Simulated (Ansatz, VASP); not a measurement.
## ZnS in VASP and in Ansatz

```
CELL_PARAMETERS angstrom
3.73320 0.00000 0.00000
-1.86660 3.23305 0.00000
0.00000 0.00000 6.10674
ATOMIC_POSITIONS crystal
Zn 0.33333 0.66667 0.00000
Zn 0.66667 0.33333 0.50000
S 0.33333 0.66667 0.38500
S 0.66667 0.33333 0.88500
```

Alike in both runs: task single point; functional RPBE; k mesh 6 × 6 × 3; no spin polarisation.

|  | VASP | Ansatz |
| --- | --- | --- |
| version | VASP 6.6.1 | Ansatz 0.2.0 |
| potentials or method | VASP PAW PBE potentials, release 64 (Zn, S) | plane waves, norm-conserving potentials |
| plane-wave cutoff (eV) | 520 | 1143 |
| occupations | gaussian, width 0.01 eV | fixed |
| valence electrons in the cell | 36 | 52 |

```tsv
	VASP	Ansatz	Ansatz less VASP
pressure (GPa)	11.0	11.1	+0.12
traceless stress, the component that is largest in VASP (GPa)	-2.21	-2.27	-0.063
```

VASP's potentials were made for PBE, not for RPBE. VASP's potentials hold 36 valence electrons a cell and Ansatz's 52, so a difference there can come from the potentials and not from the codes.
